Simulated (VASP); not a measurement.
# Cu (I4/mmm) in VASP: further runs

The runs below take Cu through single point, with LDA.

Everything below comes from runs of VASP 6.6.1. Logs are shortened: lines on timing, memory, paths and dates and some standing lists are left out, and cuts for length are marked.

### 1 The cell of the first run

It takes space group I4/mmm (No. 139, tetragonal). Conventional cell: a = 2.926 Å, b = 2.926 Å, c = 2.682 Å, α = 90.00°, β = 90.00°, γ = 90.00°. Within 3.3 Å of Cu (site symmetry 4/mmm) lie 14 Cu at 2.47 to 2.93 Å.

### 2 Single point, LDA

Input file INCAR:

```
PREC = Accurate
ENCUT = 520
EDIFF = 1E-6
ISMEAR = 0
SIGMA = 0.15
LREAL = False
LASPH = True
NELM = 60
ALGO = Normal
ISIF = 2
LWAVE = False
LCHARG = False
NBANDS = 12
```

Input file KPOINTS:

```
regular mesh
0
Gamma
  22 22 22
```

Input file POSCAR:

```
Cu
1.0
   -1.4631000000      1.4631000000      1.3410790181
    1.4631000000     -1.4631000000      1.3410790181
    1.4631000000      1.4631000000     -1.3410790181
Cu
1
Direct
    0.0000000000      0.0000000000      0.0000000000
```

Potentials or basis: VASP PAW LDA potentials, release 64 (Cu).

Run with:

```console
$ cat potpaw_LDA.64/Cu/POTCAR > POTCAR
$ mpirun -np 1 vasp_std > vasp.out
```

OUTCAR:

```text
PREC = Accurate
   ENCUT = 520
   EDIFF = 1E-6
   ISMEAR = 0
   LREAL = False
   LASPH = True
   NELM = 60
   ISIF = 2

 ion  position               nearest neighbor table
   1  0.000  0.000  0.000-

  LATTYP: Found a body centered tetragonal cell.
 ALAT       =     2.9262000000
 C/A-ratio  =     0.9166010649

  Lattice vectors:

 A1 = (  -1.4631000000,   1.4631000000,   1.3410790181)
 A2 = (   1.4631000000,  -1.4631000000,   1.3410790181)
 A3 = (   1.4631000000,   1.4631000000,  -1.3410790181)

Analysis of symmetry for initial positions (statically):
=====================================================================
 Subroutine PRICEL returns:
 Original cell was already a primitive cell.

 Routine SETGRP: Setting up the symmetry group for a
 body centered tetragonal supercell.

 Subroutine GETGRP returns: Found 16 space group operations
 (whereof 16 operations were pure point group operations)
 out of a pool of 16 trial point group operations.

The static configuration has the point symmetry D_4h.

Analysis of symmetry for dynamics (positions and initial velocities):
=====================================================================
 Subroutine PRICEL returns:
 Original cell was already a primitive cell.

 Routine SETGRP: Setting up the symmetry group for a
 body centered tetragonal supercell.

 Subroutine GETGRP returns: Found 16 space group operations
 (whereof 16 operations were pure point group operations)
 out of a pool of 16 trial point group operations.

The dynamic configuration has the point symmetry D_4h.

 Subroutine INISYM returns: Found 16 space group operations
 (whereof 16 operations are pure point group operations),
 and found     1 'primitive' translations

----------------------------------------------------------------------------------------

                                     Primitive cell

  volume of cell :      11.4832

  direct lattice vectors                    reciprocal lattice vectors
    -1.463100000  1.463100000  1.341079018     0.000000000  0.341740141  0.372834108
     1.463100000 -1.463100000  1.341079018     0.341740141  0.000000000  0.372834108
     1.463100000  1.463100000 -1.341079018     0.341740141  0.341740141  0.000000000

  length of vectors
     2.465728321  2.465728321  2.465728321     0.505758437  0.505758437  0.483293542

  position of ions in fractional coordinates (direct lattice)
     0.000000000  0.000000000  0.000000000

  ion indices of the primitive-cell ions
   primitive index   ion index
                 1           1

----------------------------------------------------------------------------------------

 KPOINTS: regular mesh

Automatic generation of k-mesh.
 Grid dimensions read from file:
 generate k-points for:   22   22   22

 Generating k-lattice:

  Cartesian coordinates                     Fractional coordinates (reciprocal lattice)
     0.000000000  0.015533643  0.016947005     0.045454545  0.000000000  0.000000000
     0.015533643  0.000000000  0.016947005     0.000000000  0.045454545  0.000000000
     0.015533643  0.015533643  0.000000000     0.000000000  0.000000000  0.045454545

  Length of vectors
     0.022989020  0.022989020  0.021967888

  Shift w.r.t. Gamma in fractional coordinates (k-lattice)
     0.000000000  0.000000000  0.000000000

 Subroutine IBZKPT returns following result:
 ===========================================

 Found    834 irreducible k-points:

 Following reciprocal coordinates:
            Coordinates               Weight
  0.000000  0.000000  0.000000      1.000000
  0.045455 -0.000000  0.000000      8.000000
  0.090909 -0.000000  0.000000      8.000000
  0.136364 -0.000000  0.000000      8.000000
  0.181818 -0.000000  0.000000      8.000000
  0.227273 -0.000000  0.000000      8.000000
[... 16 lines left out ...]
  0.500000  0.045455  0.000000     16.000000
 -0.454545  0.045455  0.000000     16.000000
 [... further k-points ...]
   k-points           NKPTS =    834   k-points in BZ     NKDIM =    834   number of bands    NBANDS=     12
   number of dos      NEDOS =    301   number of ions     NIONS =      1
   total plane-waves  NPLWV =   5832
   dimension x,y,z NGX =    18 NGY =   18 NGZ =   18
   dimension x,y,z NGXF=    36 NGYF=   36 NGZF=   36
   ions per type =               1
   NGX,Y,Z   is equivalent  to a cutoff of  12.14, 12.14, 12.14 a.u.
   NGXF,Y,Z  is equivalent  to a cutoff of  24.27, 24.27, 24.27 a.u.
 SYSTEM =  unknown system
   PREC   = accura    normal or accurate (medium, high low for compatibility)
   ISTART =      0    job   : 0-new  1-cont  2-samecut
   ICHARG =      2    charge: 1-file 2-atom 10-const
   ISPIN  =      1    spin polarized calculation?
   LNONCOLLINEAR =      F non collinear calculations
   LSORBIT =      F    spin-orbit coupling
   LASPH  =      T    aspherical Exc in radial PAW
   ENCUT  =  520.0 eV  38.22 Ry    6.18 a.u.   4.58  4.58  4.58*2*pi/ulx,y,z
   NELM   =     60;   NELMIN=  2; NELMDL= -5     # of ELM steps
   EDIFF  = 0.1E-05   stopping-criterion for ELM
   LREAL  =      F    real-space projection
   EDIFFG = 0.1E-04   stopping-criterion for IOM
   NSW    =      0    number of steps for IOM
   IBRION =     -1    ionic relax: 0-MD 1-quasi-New 2-CG
   NFREE  =      0    steps in history (QN), initial steepest desc. (CG)
   ISIF   =      2    stress and relaxation
   ISYM   =      2    0-nonsym 1-usesym 2-fastsym
   POTIM  = 0.5000    time-step for ionic-motion
   TEBEG  =    0.0;   TEEND  =   0.0 temperature during run
   PSTRESS=    0.0 pullay stress
   NELECT =      11.0000    total number of electrons
   NUPDOWN=      -1.0000    fix difference up-down
   EMIN   =  10.00;   EMAX   =-10.00  energy-range for DOS
   EFERMI =   0.00;   METHOD = LEGACY
   ISMEAR =     0;   SIGMA  =   0.15  broadening in eV -4-tet -1-fermi 0-gaus
   EFERMI_NEDOS =   21; number of points for ismear=-14 and -15
   IALGO  =     38    algorithm
   IMIX   =      4    mixing-type and parameters
     AMIX     =   0.40;   BMIX     =  1.00
     AMIX_MAG =   1.60;   BMIX_MAG =  1.00
  volume/ion in A,a.u.               =      11.48        77.49
  Fermi-wavevector in a.u.,A,eV,Ry     =   1.613807  3.049653 35.434647  2.604373
  Thomas-Fermi vector in A             =   2.708817
   LORBIT       =      0    0 simple, 1 ext, 2 COOP (PROOUT), +10 PAW based schemes
   GGA     = CA    functional components
   LHFCALC =     F    Hartree Fock is set to
   AEXX    =    0.0000 exact exchange contribution
   IVDW    =     0    specifies the selected vdW correction
   LEPSILON=     F    determine dielectric tensor
   LRPA    =     F    only Hartree local field effects (RPA)
 non-spin polarized calculation
 Gauss-broadening in eV      SIGMA  =   0.15
  energy-cutoff  :      520.00
  volume of cell :       11.48
 maximum number of plane-waves:       325
   NGX =  9   NGY =  9   NGZ =  9

 number of electron      11.0000019 magnetization

 Free energy of the ion-electron system (eV)
  ---------------------------------------------------
  ext. energy  EPLUGINS =         0.00000000
  ---------------------------------------------------
  free energy    TOTEN  =        -4.65750105 eV

  energy without entropy =       -4.65304672  energy(sigma->0) =       -4.65527389

 E-fermi :   7.7026     XC(G=0): -13.2678

 val. band max:        7.7025769659   @ k =  -0.4091   0.5000   0.0455
 cond. band min:       7.7084390116   @ k =   0.2273   0.1364   0.1364
 fundamental gap:      0.0058620457
 Fermi energy:         7.7025980549

 k-point     1 :       0.0000    0.0000    0.0000
  band No.  band energies     occupation
      1      -1.8628      2.00000
      2       4.2272      2.00000
      3       4.6007      2.00000
      4       4.6007      2.00000
      5       5.2916      2.00000
      6       5.6900      2.00000
      7      32.0016      0.00000
      8      32.0016      0.00000
      9      34.5821      0.00000
     10      36.0172      0.00000
     11      36.2455      0.00000
     12      36.4610      0.00000

 k-point     2 :       0.0455   -0.0000    0.0000
  band No.  band energies     occupation
      1      -1.7786      2.00000
      2       4.2373      2.00000
      3       4.5972      2.00000
      4       4.6053      2.00000
      5       5.2953      2.00000
      6       5.6764      2.00000
      7      31.6382      0.00000
      8      31.7343      0.00000
      9      33.6888      0.00000
     10      35.2326      0.00000
     11      35.6559      0.00000
     12      36.0236      0.00000

 k-point     3 :       0.0909   -0.0000    0.0000
  band No.  band energies     occupation
      1      -1.5280      2.00000
      2       4.2474      2.00000
      3       4.5834      2.00000
      4       4.6393      2.00000
      5       5.3082      2.00000
      6       5.6405      2.00000
      7      30.4944      0.00000
      8      31.1043      0.00000
      9      31.7631      0.00000
     10      33.8881      0.00000
     11      34.8148      0.00000
     12      35.9253      0.00000
[... 286 lines left out ...]
 k-point    23 :       0.5000    0.0455    0.0000
  band No.  band energies     occupation
      1       2.5212      2.00000
      2       3.5927      2.00000
      3       5.4653      2.00000
      4       5.7387      2.00000
      5       6.1284      2.00000
      6       7.4443      1.98513
      7      12.7522      0.00000
      8      23.8540      0.00000
      9      24.7470      0.00000
     10      29.3448      0.00000
     11      32.3358      0.00000
     12      41.2848      0.00000

 k-point    24 :      -0.4545    0.0455    0.0000
  band No.  band energies     occupation
      1       2.4627      2.00000
      2       3.6260      2.00000
      3       5.4808      2.00000
      4       5.6277      2.00000
      5       5.9791      2.00000
      6       6.7897      2.00000
      7      13.9310      0.00000
      8      23.9703      0.00000
      9      25.0174      0.00000
     10      29.4550      0.00000
     11      32.4371      0.00000
     12      41.6657      0.00000

 [... further k-points ...]

------------------------ aborting loop because EDIFF is reached ----------------------------------------

  FORCE on cell =-STRESS in cart. coord.  units (eV):
  Direction    XX          YY          ZZ          XY          YZ          ZX
  --------------------------------------------------------------------------------------
  -------------------------------------------------------------------------------------
  Total       -0.5220014     -0.5220014     -0.4928663      0.0000000      0.0000000      0.0000000
  in kB      -72.8316074    -72.8316074    -68.7665676      0.0000000      0.0000000      0.0000000
  external PRESSURE =     -71.4765942 kB  Pullay stress =       0.0000000 kB

 VOLUME and BASIS-vectors are now :
 -----------------------------------------------------------------------------
  energy-cutoff  :      520.00
  volume of cell :       11.48
      direct lattice vectors                 reciprocal lattice vectors
    -1.463100000  1.463100000  1.341079018     0.000000000  0.341740141  0.372834108
     1.463100000 -1.463100000  1.341079018     0.341740141  0.000000000  0.372834108
     1.463100000  1.463100000 -1.341079018     0.341740141  0.341740141  0.000000000

 POSITION                                       TOTAL-FORCE (eV/Angst)
 -----------------------------------------------------------------------------------
      0.00000      0.00000      0.00000         0.000000      0.000000      0.000000
 -----------------------------------------------------------------------------------
    total drift:                                0.000000     -0.000000      0.000000

  FREE ENERGIE OF THE ION-ELECTRON SYSTEM (eV)
  ---------------------------------------------------
  free  energy   TOTEN  =        -4.6575010529 eV

  energy  without entropy=       -4.6530467187  energy(sigma->0) =       -4.65527389
```

Wall time 40 s (1 thread of AMD EPYC 9R45 (Zen 5), shared host); peak memory 0.18 GiB.

What came out:

* Free energy: -4.6575 eV
* Pressure: -7.1 GPa
* Band gap on the k mesh: zero (an odd number of electrons rules out a gap without spin polarisation)

Levels at points of the mesh, in eV from the Fermi level:
| k point | band 2 | band 3 | band 4 | band 5 | band 6 | band 7 | band 8 | band 9 | band 10 | band 11 |
| --- | --- | --- | --- | --- | --- | --- | --- | --- | --- | --- |
| (0.00, 0.00, 0.00) | -3.48 | -3.10 | -3.10 | -2.41 | -2.01 | 24.30 | 24.30 | 26.88 | 28.31 | 28.54 |
| (0.50, 0.00, 0.00) | -4.12 | -2.23 | -1.88 | -1.42 | -0.39 | 4.83 | 16.97 | 17.03 | 21.10 | 24.12 |
| (0.50, 0.50, 0.00) | -3.68 | -2.50 | -2.16 | -1.46 | -1.07 | 3.85 | 19.38 | 19.60 | 23.26 | 26.13 |
| (0.50, 0.50, 0.50) | -4.80 | -1.62 | -1.62 | -1.53 | 7.18 | 7.18 | 10.60 | 13.07 | 13.73 | 17.42 |

Caveat: the cell stands under tension.

### 3 Single point, LDA

Input file INCAR:

```
SYSTEM = Cu
PREC = Accurate
ENCUT = 520
EDIFF = 1E-6
ISMEAR = 0
SIGMA = 0.15
LREAL = .FALSE.
LASPH = .TRUE.
NELM = 80
ALGO = Normal
ISIF = 2
LWAVE = .FALSE.
LCHARG = .FALSE.
GGA = CA
NBANDS = 12
```

Input file KPOINTS:

```
regular mesh
0
G
  22 22 22
  0 0 0
```

Input file POSCAR:

```
Cu
1.0
   -1.4809000000      1.4809000000      1.3075500000
    1.4809000000     -1.4809000000      1.3075500000
    1.4809000000      1.4809000000     -1.3075500000
Cu
1
Direct
    0.0000000000      0.0000000000      0.0000000000
```

Potentials or basis: VASP PAW LDA potentials, release 64 (Cu).

Run with:

```console
$ cat potpaw_LDA.64/Cu/POTCAR > POTCAR
$ mpirun -np 1 vasp_std > vasp.out
```

It took 37 s on 1 thread of AMD EPYC 9R45 (Zen 5), shared host; peak memory 0.18 GiB.

It converged, with:

| Property | Result |
| --- | --- |
| Free energy | -4.6566 eV |
| Pressure | -6.8 GPa |
| Band gap on the k mesh | zero (an odd number of electrons rules out a gap without spin polarisation) |

Stress tensor (GPa, compression positive):
```
-7.20  0.00  0.00
 0.00 -7.20  0.00
 0.00  0.00 -5.91
```

Levels at points of the mesh, in eV from the Fermi level:
| k point | band 2 | band 3 | band 4 | band 5 | band 6 | band 7 | band 8 | band 9 | band 10 | band 11 |
| --- | --- | --- | --- | --- | --- | --- | --- | --- | --- | --- |
| (0.00, 0.00, 0.00) | -3.58 | -3.03 | -3.03 | -2.56 | -1.97 | 23.64 | 23.64 | 27.53 | 27.63 | 28.14 |
| (0.50, 0.00, 0.00) | -4.18 | -2.26 | -1.80 | -1.45 | -0.27 | 5.02 | 16.69 | 16.77 | 20.87 | 23.88 |
| (0.50, 0.50, 0.00) | -3.54 | -2.65 | -2.21 | -1.48 | -1.25 | 3.59 | 20.16 | 20.50 | 24.01 | 26.76 |
| (0.50, 0.50, 0.50) | -4.82 | -1.64 | -1.64 | -1.52 | 6.74 | 6.74 | 11.70 | 12.73 | 13.32 | 18.33 |

Caveat: the cell stands under tension.

### 4 Single point, LDA

This run uses another cell than the first one, of 11.60 Å³/atom.

Input file INCAR:

```
SYSTEM = Cu
ALGO = Normal
EDIFF = 1E-6
ENCUT = 520
ISIF = 2
ISMEAR = 0
LASPH = .TRUE.
LCHARG = .FALSE.
LREAL = .FALSE.
LWAVE = .FALSE.
NBANDS = 12
NELM = 60
PREC = Accurate
SIGMA = 0.15
```

Input file KPOINTS:

```
k-points
0
G
  22 22 22
  0 0 0
```

Input file POSCAR:

```
Cu
1.0
   -1.4987500000      1.4987500000      1.2908000000
    1.4987500000     -1.4987500000      1.2908000000
    1.4987500000      1.4987500000     -1.2908000000
Cu
1
Direct
    0.0000000000      0.0000000000      0.0000000000
```

Run with:

```console
$ cat potpaw_LDA.64/Cu/POTCAR > POTCAR
$ mpirun -np 1 vasp_std > vasp.out
```

It took 38 s on 1 thread of AMD EPYC 9R45 (Zen 5), shared host; peak memory 0.18 GiB.

It converged, with:

```
Free energy            : -4.6485 eV
Pressure               : -8.1 GPa
Band gap on the k mesh : zero (an odd number of electrons rules out a gap without spin polarisation)
```

Stress tensor (GPa, compression positive):
```
-8.94  0.00  0.00
 0.00 -8.94  0.00
 0.00  0.00 -6.33
```

Levels at points of the mesh, in eV from the Fermi level:
```tsv
k point	band 4	band 5	band 6	band 7	band 8	band 9
(0.00, 0.00, 0.00)	-2.94	-2.63	-1.92	23.05	23.05	26.84
(0.50, 0.00, 0.00)	-1.72	-1.45	-0.15	5.10	16.39	16.52
(0.50, 0.50, 0.00)	-2.21	-1.48	-1.32	3.38	20.60	20.97
(0.50, 0.50, 0.50)	-1.63	-1.49	6.42	6.42	12.39	12.43
```

Caveat: the cell stands under tension.

### 5 Single point, LDA

This run uses another cell than the first one, of 11.63 Å³/atom.

Input file INCAR:

```
SYSTEM = Cu
  PREC = Accurate
  ENCUT = 520
  EDIFF = 1E-7
  ISMEAR = 0
  SIGMA = 0.15
  LREAL = .FALSE.
  LASPH = .TRUE.
  NELM = 80
  ALGO = Fast
  ISIF = 2
  LWAVE = .FALSE.
  LCHARG = .FALSE.
  NBANDS = 12
```

Input file KPOINTS:

```
Automatic mesh
0
G
  22 22 22
  0 0 0
```

Input file POSCAR:

```
Cu
1.0
   -1.4631000000      1.4631000000      1.3578500000
    1.4631000000     -1.4631000000      1.3578500000
    1.4631000000      1.4631000000     -1.3578500000
Cu
1
Direct
    0.0000000000      0.0000000000      0.0000000000
```

Run with:

```console
$ cat potpaw_LDA.64/Cu/POTCAR > POTCAR
$ mpirun -np 1 vasp_std > vasp.out
```

Run time: 51 s. Hardware: 1 thread of AMD EPYC 9R45 (Zen 5), shared host; peak memory 0.18 GiB.

Results (log left out):

```
Free energy            : -4.6505 eV
Pressure               : -8.8 GPa
Band gap on the k mesh : zero (an odd number of electrons rules out a gap without spin polarisation)
```

Levels at points of the mesh, in eV from the Fermi level:
| k point | band 4 | band 5 | band 6 | band 7 | band 8 | band 9 |
| --- | --- | --- | --- | --- | --- | --- |
| (0.00, 0.00, 0.00) | -3.08 | -2.34 | -2.01 | 24.38 | 24.38 | 26.52 |
| (0.50, 0.00, 0.00) | -1.89 | -1.40 | -0.40 | 4.71 | 16.92 | 17.02 |
| (0.50, 0.50, 0.00) | -2.12 | -1.44 | -0.97 | 3.87 | 19.03 | 19.15 |
| (0.50, 0.50, 0.50) | -1.60 | -1.53 | 7.29 | 7.29 | 10.18 | 13.10 |

Caveat: the cell stands under tension.

### 6 Single point, LDA

This run uses another cell than the first one, of 11.62 Å³/atom.

Input file INCAR:

```
PREC = Accurate
ENCUT = 520
EDIFF = 1E-7
ISMEAR = 0
SIGMA = 0.15
LREAL = F
LASPH = T
NELM = 100
ALGO = Fast
ISIF = 2
LWAVE = F
LCHARG = T
LELF = T
LVHAR = T
NBANDS = 12
```

Input file KPOINTS:

```
regular mesh
0
Gamma
  22 22 22
```

Input file POSCAR:

```
Cu
1.0
   -1.4809000000      1.4809000000      1.3243000000
    1.4809000000     -1.4809000000      1.3243000000
    1.4809000000      1.4809000000     -1.3243000000
Cu
1
Direct
    0.0000000000      0.0000000000      0.0000000000
```

Potentials or basis: VASP PAW LDA potentials, release 64 (Cu).

Run with:

```console
$ cat potpaw_LDA.64/Cu/POTCAR > POTCAR
$ mpirun -np 1 vasp_std > vasp.out
```

Wall time 52 s (1 thread of AMD EPYC 9R45 (Zen 5), shared host); peak memory 0.18 GiB.

It converged, with:

```
Free energy            : -4.6502 eV
Pressure               : -8.4 GPa
Band gap on the k mesh : zero (an odd number of electrons rules out a gap without spin polarisation)
```

Stress tensor (GPa, compression positive):
```
-8.71  0.00  0.00
 0.00 -8.71  0.00
 0.00  0.00 -7.93
```

Levels at points of the mesh, in eV from the Fermi level:
```
           k point  band 4  band 5  band 6  band 7  band 8  band 9
(0.00, 0.00, 0.00)   -3.02   -2.48   -1.96   23.74   23.74   27.24
(0.50, 0.00, 0.00)   -1.81   -1.43   -0.28    4.88   16.64   16.75
(0.50, 0.50, 0.00)   -2.17   -1.46   -1.15    3.62   19.78   20.01
(0.50, 0.50, 0.50)   -1.62   -1.51    6.85    6.85   11.24   12.76
```

Caveat: the cell stands under tension.

### 7 Summary

```csv
cell,gap on the mesh (eV),pressure (GPa)
"a = 2.466 Å, angles 107.2, 107.2, 114.1°, 1 atom",none,-7.1
"a = 2.469 Å, angles 106.3, 106.3, 116.0°, 1 atom",none,-6.8
"a = 2.482 Å, angles 105.7, 105.7, 117.3°, 1 atom",none,-8.1
"a = 2.475 Å, angles 107.5, 107.5, 113.5°, 1 atom",none,-8.8
"a = 2.478 Å, angles 106.6, 106.6, 115.4°, 1 atom",none,-8.4
```

Alike in all rows: task single point; level LDA; potentials or basis VASP PAW LDA potentials, release 64 (Cu); no spin polarisation; k mesh 22 × 22 × 22; cutoff (eV) 520; smearing gaussian 0.15 eV.

Caveats: the cell stands under tension.

Total energies depend on the potentials used, so only differences within one code and one set of settings carry meaning.
